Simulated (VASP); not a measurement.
# BaZrO3: relaxation of cell and atoms with PBE

The system is BaZrO3.

```
CELL_PARAMETERS angstrom
4.40123 0.00000 0.00000
0.00000 4.40123 0.00000
0.00000 0.00000 5.06741
ATOMIC_POSITIONS crystal
Ba 0.00000 0.00000 0.00000
Zr 0.50000 0.50000 0.00000
O 0.00000 0.00000 0.50000
O 0.50000 0.50000 0.69657
O 0.50000 0.50000 0.30343
```

- Program: VASP 6.6.1
- Task: relaxation of cell and atoms
- Functional: PBE
- Potentials or basis: VASP PAW PBE potentials, release 64 (Ba_sv, Zr_sv, O)
- Cutoff: 600 eV
- k mesh: 4 × 4 × 4
- Occupations: gaussian, width 0.1 eV
- Spin: no spin polarisation
- Dipole correction: no
- Further INCAR settings: ALGO = Normal; EDIFF = 1e-06; IBRION = 2; EDIFFG = -0.04; NSW = 90; ISIF = 3

```
Relaxed volume                         : 29.07 Å³/atom
Relaxed cell                           : a = 5.356 Å, b = 5.356 Å, c = 5.066 Å, α = 90.00°, β = 90.00°, γ = 90.00°
Space group after relaxing (to 0.05 Å) : P4/mmm (No. 123)
Energy gained by relaxing              : 1385.3 meV/atom
Ionic steps                            : 16
Pressure after relaxing                : 0.1 GPa
Largest force after relaxing           : 0.029 eV/Å
Band gap on the k mesh                 : zero (band 20 reaches 0.91 eV, above the bottom of band 21 at 0.42 eV)
```

Forces in eV/Å, atoms in the order of the input:
```
Ba   0.000  0.000  0.000
Zr   0.000  0.000  0.000
O    0.000  0.000  0.000
O    0.000  0.000  0.029
O    0.000  0.000 -0.029
```

Stress tensor (GPa, compression positive):
```
0.04 0.00 0.00
0.00 0.04 0.00
0.00 0.00 0.20
```

Step by step:
```tsv
step	energy change (eV)	largest force (eV/Å)	pressure (GPa)	volume (Å³)
1	0.0000	19.3219	36.06	98.16
2	1681.4693	13633.9438	813.94	168.15
3	-5.6983	2.5929	6.32	98.33
4	-5.6994	2.5783	6.35	98.34
5	-5.7534	0.9705	4.06	99.66
6	-5.9305	7.0421	9.10	106.25
7	-6.0579	3.0398	6.45	103.85
8	-6.3620	0.7327	5.78	110.12
9	-6.5763	2.1999	5.84	120.44
10	-6.8249	1.0460	1.89	130.92
11	-6.8868	0.0807	-1.21	142.17
12	-6.8888	0.2032	-0.82	140.56
13	-6.9172	0.3948	-0.44	143.71
14	-6.9199	0.6805	-0.29	145.05
15	-6.9260	0.1560	0.20	145.45
16	-6.9266	0.0287	0.09	145.36
```

Final structure:
```yaml
crystal:
  lattice:
    - [5.35640, 0.00000, 0.00000]
    - [0.00000, 5.35640, 0.00000]
    - [0.00000, 0.00000, 5.06630]
  atoms:
    - { symbol: Ba, position: [0.00000, 0.00000, 0.00000] }
    - { symbol: Zr, position: [0.50000, 0.50000, 0.00000] }
    - { symbol: O, position: [0.00000, 0.00000, 0.50000] }
    - { symbol: O, position: [0.50000, 0.50000, 0.63078] }
    - { symbol: O, position: [0.50000, 0.50000, 0.36922] }
```

Levels at points of the mesh, in eV from the Fermi level:
| k point | band 18 | band 19 | band 20 | band 21 | band 22 | band 23 |
| --- | --- | --- | --- | --- | --- | --- |
| (0.00, 0.00, 0.00) | -0.42 | -0.28 | -0.28 | 0.00 | 0.07 | 3.88 |
| (0.50, 0.00, 0.00) | -0.31 | 0.08 | 0.12 | 0.69 | 0.76 | 0.86 |
| (0.50, 0.50, 0.00) | -0.37 | -0.37 | 0.04 | 0.08 | 0.85 | 2.81 |
| (0.00, 0.00, 0.50) | -1.44 | -0.64 | -0.64 | -0.34 | 0.03 | 2.36 |
| (0.50, 0.00, 0.50) | -0.84 | -0.66 | -0.23 | 0.67 | 0.69 | 1.29 |
| (0.50, 0.50, 0.50) | -0.76 | -0.76 | -0.46 | 0.09 | 0.87 | 2.23 |

Run time: 6.5 min on 1 thread of Intel(R) Xeon(R) Platinum 8559C (Emerald Rapids) (shared host), peak memory 0.27 GiB.

Caveat: the volume moved by over 15 % at a fixed basis, so the end points are rough; spin-orbit coupling is left out, which moves the levels of the heavy elements.
